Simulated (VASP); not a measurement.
# C (P6/mmm) in VASP: further runs, part 2 of 2

VASP 6.6.1. The steps go on from the part before.

### Step 3. Single point, PBEsol

Contents of INCAR:

```
SYSTEM = C
  PREC = Accurate
  ENCUT = 520
  EDIFF = 1E-6
  ISMEAR = -1
  SIGMA = 0.1
  LREAL = .FALSE.
  LASPH = .TRUE.
  NELM = 100
  ALGO = Normal
  ISIF = 2
  LWAVE = .FALSE.
  LCHARG = .FALSE.
  GGA = PS
  NBANDS = 13
```

Contents of KPOINTS:

```
Automatic mesh
0
G
  8 8 32
  0 0 0
```

Contents of POSCAR:

```
C
1.0
    5.9215870908      0.0000000001      0.0000000000
   -2.9607935455      5.1282448513      0.0000000000
    0.0000000000      0.0000000000      1.2827470313
C
3
Direct
    1.0000000000      0.0000000000      0.0000000000
    0.3333333333      0.6666666667      0.5000000000
    0.6666666667      0.3333333333      0.5000000000
```

Potentials or basis: VASP PAW PBE potentials, release 64 (C).

On the command line:

```sh
$ cat potpaw_PBE.64/C/POTCAR > POTCAR
$ mpirun -np 1 vasp_std > vasp.out
```

OUTCAR:

```text
SYSTEM = C
   PREC = Accurate
   ENCUT = 520
   EDIFF = 1E-6
   ISMEAR = -1
   LREAL = .FALSE.
   LASPH = .TRUE.
   NELM = 100
   ISIF = 2
   GGA = PS

 ion  position               nearest neighbor table
   1  0.000  0.000  0.000-
   2  0.333  0.667  0.500-
   3  0.667  0.333  0.500-

  LATTYP: Found a hexagonal cell.
 ALAT       =     5.9215870908
 C/A-ratio  =     0.2166221676

  Lattice vectors:

 A1 = (   5.9215870908,   0.0000000001,   0.0000000000)
[... 564 lines left out ...]
      9      -3.2819      2.00000
     10       7.7515      0.00000
     11       8.7611      0.00000
     12       9.5272      0.00000
     13      10.5746      0.00000

 [... further k-points ...]
[... 5 lines left out ...]
  --------------------------------------------------------------------------------------
  -------------------------------------------------------------------------------------
  Total        0.2864863      0.2864863     -0.4761578     -0.0000000      0.0000000      0.0000000
  in kB       11.7832884     11.7832884    -19.5845496     -0.0000000      0.0000000      0.0000000
  external PRESSURE =       1.3273424 kB  Pullay stress =       0.0000000 kB

 VOLUME and BASIS-vectors are now :
 -----------------------------------------------------------------------------
  energy-cutoff  :      520.00
  volume of cell :       38.95
      direct lattice vectors                 reciprocal lattice vectors
     5.921587091  0.000000000  0.000000000     0.168873646  0.097499245  0.000000000
    -2.960793546  5.128244851  0.000000000    -0.000000000  0.194998490  0.000000000
     0.000000000  0.000000000  1.282747031     0.000000000  0.000000000  0.779576936

 POSITION                                       TOTAL-FORCE (eV/Angst)
 -----------------------------------------------------------------------------------
      0.00000      0.00000      0.00000         0.000000     -0.000000      0.000000
     -0.00000      3.41883      0.64137         0.000000     -0.000000      0.000000
      2.96079      1.70941      0.64137        -0.000000      0.000000     -0.000000
 -----------------------------------------------------------------------------------
    total drift:                               -0.000000      0.000000      0.000000

  FREE ENERGIE OF THE ION-ELECTRON SYSTEM (eV)
  ---------------------------------------------------
  free  energy   TOTEN  =       -25.6737223657 eV

  energy  without entropy=      -25.6616876189  energy(sigma->0) =      -25.66770499
```

stdout:

```text
POSCAR found type information on POSCAR C
 POSCAR found :  1 types and       3 ions
 scaLAPACK will be used
 -----------------------------------------------------------------------------
|                                                                             |
|                                                                             |
|     You enforced a specific xc type in the INCAR file but a different       |
|     I HOPE YOU KNOW WHAT YOU ARE DOING!                                     |
|                                                                             |
 -----------------------------------------------------------------------------

 LDA part: xc-table for (Slater+PW92), standard interpolation
 POSCAR, INCAR and KPOINTS ok, starting setup
 FFT: planning ... GRIDC
 FFT: planning ... GRID_SOFT
 FFT: planning ... GRID
 WAVECAR not read
 entering main loop
```

Wall time 44 s (1 thread of Intel Xeon 6975P-C, shared host); peak memory 0.2 GiB.

What came out:

* Free energy: -25.6737 eV
* Pressure: 0.1 GPa
* Band gap on the k mesh: zero (band 6 reaches 10.12 eV, above the bottom of band 7 at -4.88 eV)

Stress tensor (GPa, compression positive):
```
 1.18  0.00  0.00
 0.00  1.18  0.00
 0.00  0.00 -1.96
```

Levels at points of the mesh, in eV from the Fermi level:
```tsv
k point	band 2	band 3	band 4	band 5	band 6	band 7	band 8	band 9	band 10	band 11
(0.00, 0.00, 0.00)	-16.06	-16.06	-5.90	-5.90	-5.90	-5.90	-4.41	-4.41	4.99	9.55
(0.50, 0.00, 0.00)	-16.33	-16.13	-6.49	-5.68	-5.68	-4.84	-4.82	-4.82	7.17	7.34
(0.00, 0.00, 0.50)	-9.08	-9.06	8.28	8.56	8.87	10.89	10.89	11.08	11.08	11.28
(0.50, 0.00, 0.50)	-9.08	-9.07	8.45	8.56	8.65	10.84	11.01	11.07	11.08	11.22
```

Caveat: the PAW data sets were made with another functional, which shifts forces and pressure a little.

### Step 4. Relaxation of cell and atoms, PBEsol

This run uses another cell than the first one, of 6.62 Å³/atom, 0.510 times its volume.

Contents of INCAR:

```
PREC = Accurate ; ENCUT = 600
EDIFF = 1E-6 ; ISMEAR = -1
SIGMA = 0.1 ; LREAL = F
LASPH = T ; NELM = 60
ALGO = Normal ; ISIF = 3
LWAVE = F ; LCHARG = F
GGA = PS ; IBRION = 2
NSW = 80 ; EDIFFG = -0.01
```

Contents of KPOINTS:

```
regular mesh
0
Gamma
  11 11 15
```

Contents of POSCAR:

```
C
1.0
    3.3438265309      0.0000000000      0.0000000000
   -1.6719132655      2.8958387216      0.0000000000
    0.0000000000      0.0000000000      2.0497656634
C
3
Direct
    0.0000000000      0.0000000000      0.0000000000
    0.3333333333      0.6666666667      0.5000000000
    0.6666666667      0.3333333333      0.5000000000
```

On the command line:

```sh
$ cat potpaw_PBE.64/C/POTCAR > POTCAR
$ mpirun -np 1 vasp_std > vasp.out
```

It took 5.8 min on 1 thread of Intel Xeon 6975P-C, shared host; peak memory 0.17 GiB.

The run converged. Its results:

```yaml
Free_energy: -24.7089 eV
Relaxed_volume: 8.89 Å³/atom
Relaxed_cell: a = 4.902 Å, b = 4.902 Å, c = 1.282 Å, α = 90.00°, β = 90.00°, γ = 120.00°
Space_group_after_relaxing_to_0.05_Å: P6/mmm (No. 191)
Energy_gained_by_relaxing: 2732.7 meV/atom
Ionic_steps: 36
Pressure_after_relaxing: 0.0 GPa
Band_gap_on_the_k_mesh: zero (band 6 reaches 13.64 eV, above the bottom of band 7 at -2.80 eV)
```

Step by step:
| step | energy change (eV) | largest force (eV/Å) | pressure (GPa) | volume (Å³) |
| --- | --- | --- | --- | --- |
| 1 | 0.0000 | 0.0000 | -7.92 | 19.85 |
| 2 | -0.0904 | 0.0000 | 1.48 | 18.92 |
| 3 | -0.1609 | 0.0000 | 46.58 | 16.21 |
| 4 | -0.2007 | 0.0000 | 19.80 | 17.56 |
| 5 | -0.2096 | 0.0000 | 31.39 | 16.91 |
| 6 | -0.2120 | 0.0000 | 26.08 | 17.19 |
| 7 | -0.2255 | 0.0000 | 27.42 | 17.11 |
| 8 | -0.2591 | 0.0000 | 31.54 | 16.87 |
| 9 | -0.3216 | 0.0000 | 41.47 | 16.39 |
| 10 | -0.4317 | 0.0000 | 68.49 | 15.40 |
| 11 | -0.5174 | 0.0000 | 69.03 | 15.35 |
| 12 | -0.9203 | 0.0000 | 78.21 | 15.17 |
| 13 | -2.0305 | 0.0000 | 131.15 | 14.66 |
| 14 | 8.5669 | 0.0000 | 666.88 | 12.99 |
| 15 | -2.3571 | 0.0000 | 165.87 | 14.50 |
| 16 | -2.3410 | 0.0000 | 234.24 | 14.20 |
| 17 | -2.4337 | 0.0000 | 212.09 | 14.30 |
| 18 | -2.4143 | 0.0000 | 219.81 | 14.27 |
| 19 | -2.4762 | 0.0000 | 229.39 | 14.30 |
| 20 | -2.4819 | 0.0000 | 237.10 | 14.32 |
| 21 | -2.6009 | 0.0000 | 232.09 | 14.41 |
| 22 | -2.9459 | 0.0000 | 217.80 | 14.67 |
| 23 | -3.5851 | 0.0000 | 191.30 | 15.19 |
| 24 | -4.6762 | 0.0000 | 145.67 | 16.27 |
| 25 | -6.2638 | 0.0000 | 79.27 | 18.58 |
| 26 | -7.7899 | 0.0000 | 1.08 | 23.77 |
| 27 | -7.8903 | 0.0000 | -18.30 | 26.05 |
| 28 | -8.1526 | 0.0000 | -9.03 | 26.69 |
| 29 | -8.1951 | 0.0000 | -3.17 | 27.03 |
| 30 | -8.1953 | 0.0000 | -2.70 | 27.05 |
| 31 | -8.1952 | 0.0000 | -2.35 | 27.07 |
| 32 | -8.1964 | 0.0000 | -1.67 | 26.98 |
| 33 | -8.1975 | 0.0000 | -0.55 | 26.83 |
| 34 | -8.1972 | 0.0000 | 1.68 | 26.54 |
| 35 | -8.1978 | 0.0000 | 0.35 | 26.71 |
| 36 | -8.1980 | 0.0000 | 0.01 | 26.67 |

Final structure:
```xyz
3
Lattice="4.9019 0.0000 0.0000 -2.4510 4.2452 0.0000 0.0000 0.0000 1.2818" Properties=species:S:1:pos:R:3 pbc="T T T"
C     0.0000    0.0000    0.0000
C     0.0000    2.8301    0.6409
C     2.4510    1.4151    0.6409
```

Levels at points of the mesh, in eV from the Fermi level:
```tsv
k point	band 5	band 6	band 7	band 8	band 9	band 10
(0.00, 0.00, 0.00)	-6.66	-6.65	-6.65	-2.72	-2.72	8.28
```

Caveat: the volume moved by over 15 % at a fixed basis, so the end points are rough; the PAW data sets were made with another functional, which shifts forces and pressure a little.

### Step 5. Summary

```tsv
task	cell	k mesh	cutoff (eV)	gap on the mesh (eV)	pressure (GPa)
single point	a = 5.922, b = 5.922, c = 1.283 Å, angles 90.0, 90.0, 120.0°, 3 atoms	11 × 11 × 15	520	none	0.0
single point	a = 5.922, b = 5.922, c = 1.283 Å, angles 90.0, 90.0, 120.0°, 3 atoms	8 × 8 × 32	520	none	0.1
relaxation of cell and atoms	relaxed from a = 3.344, b = 3.344, c = 2.050 Å, angles 90.0, 90.0, 120.0°, 3 atoms	11 × 11 × 15	600	none	0.0
```

Alike in all rows: level PBEsol; potentials or basis VASP PAW PBE potentials, release 64 (C); no spin polarisation; smearing fermi-dirac 0.1 eV.

Caveats: the PAW data sets were made with another functional, which shifts forces and pressure a little; the volume moved by over 15 % at a fixed basis, so the end points are rough (some runs).

Total energies depend on the potentials used, so only differences within one code and one set of settings carry meaning.
